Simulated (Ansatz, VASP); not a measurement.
**Two plane-wave programs on In**

```
In
1.0
    -1.53027    1.53027    2.79369
     1.53027   -1.53027    2.79369
     1.53027    1.53027   -2.79369
In
1
Direct
  0.00000 0.00000 0.00000
```

Alike in both runs: task single point; functional PBEsol; k mesh 22 × 22 × 22; occupations gaussian, width 0.15 eV; no spin polarisation.

|  | VASP | Ansatz |
| --- | --- | --- |
| version | VASP 6.6.1 | Ansatz 0.2.0 |
| potentials or method | VASP PAW PBE potentials, release 64 (In_d), cutoff 520 eV | scalar-relativistic, plane waves, PAW |
| valence electrons in the cell | 13 | 13 |

Ansatz gave:

| Item | Value |
| --- | --- |
| gap on the k mesh at the Fermi level (eV) | none |
| pressure (GPa) | -0.4 |
| traceless stress, the component that is largest in VASP (GPa) | -2.01 |

Q: What did VASP give for the same quantities?

A: gap on the k mesh at the Fermi level (eV): none; pressure (GPa): -0.5; traceless stress, the component that is largest in VASP (GPa): -2.03.

VASP's potentials were made for PBE, not for PBEsol. A gap of «none» marks a metal or a gap that the smearing closes.
